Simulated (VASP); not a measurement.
Wanted: the native input for a VASP 6.6.1 run.

| Item | Value |
| --- | --- |
| Task | relaxation of cell and atoms |
| Functional | PBE |
| Potentials or basis | VASP PAW PBE potentials, release 64 (Pt) |
| Cutoff | 500 eV |
| k mesh | 18 × 18 × 18 |
| Occupations | gaussian, width 0.1 eV |
| Spin | no spin polarisation |
| Dipole correction | no |
| Further INCAR settings | ALGO = Normal; EDIFF = 1e-07; IBRION = 2; EDIFFG = -0.005; NSW = 100; ISIF = 3 |

The structure of Pt lies in POSCAR:

```
Pt
1.0
    0.0000000000      1.9810970740      1.9810970740
    1.9810970740      0.0000000000      1.9810970740
    1.9810970740      1.9810970740      0.0000000000
Pt
1
Direct
    0.0000000000      0.0000000000      0.0000000000
```

One way to write it, as run:

INCAR

```
SYSTEM = Pt
PREC = Accurate
ENCUT = 500
EDIFF = 1E-7
ISMEAR = 0
SIGMA = 0.1
LREAL = .FALSE.
LASPH = .TRUE.
NELM = 120
ALGO = Normal
ISIF = 3
LWAVE = .FALSE.
LCHARG = .FALSE.
GGA = PE
IBRION = 2
NSW = 100
EDIFFG = -0.005
GGA_COMPAT = .FALSE.
NELMIN = 4
```

KPOINTS

```
regular mesh
0
G
  18 18 18
  0 0 0
```

Potentials or basis: VASP PAW PBE potentials, release 64 (Pt).

Run with:

```console
$ cat potpaw_PBE.64/Pt/POTCAR > POTCAR
$ mpirun -np 1 vasp_std > vasp.out
```

It gave:

```json
{
 "Relaxed volume": "15.61 Å³/atom",
 "Relaxed cell": "a = 2.805 Å, b = 2.805 Å, c = 2.805 Å, α = 60.00°, β = 60.00°, γ = 60.00°",
 "Space group after relaxing (to 0.1 Å)": "Fm-3m (No. 225)",
 "Energy gained by relaxing": "0.2 meV/atom",
 "Ionic steps": "3",
 "Pressure after relaxing": "0.0 GPa",
 "Band gap on the k mesh": "zero (bands 5 and 6 overlap by 2.10 eV)"
}
```

Caveat: spin-orbit coupling is left out, which moves the levels of the heavy elements.

It took 19 s on 1 thread of Intel(R) Xeon(R) 6975P-C (Granite Rapids) (shared host), peak memory 0.15 GiB.
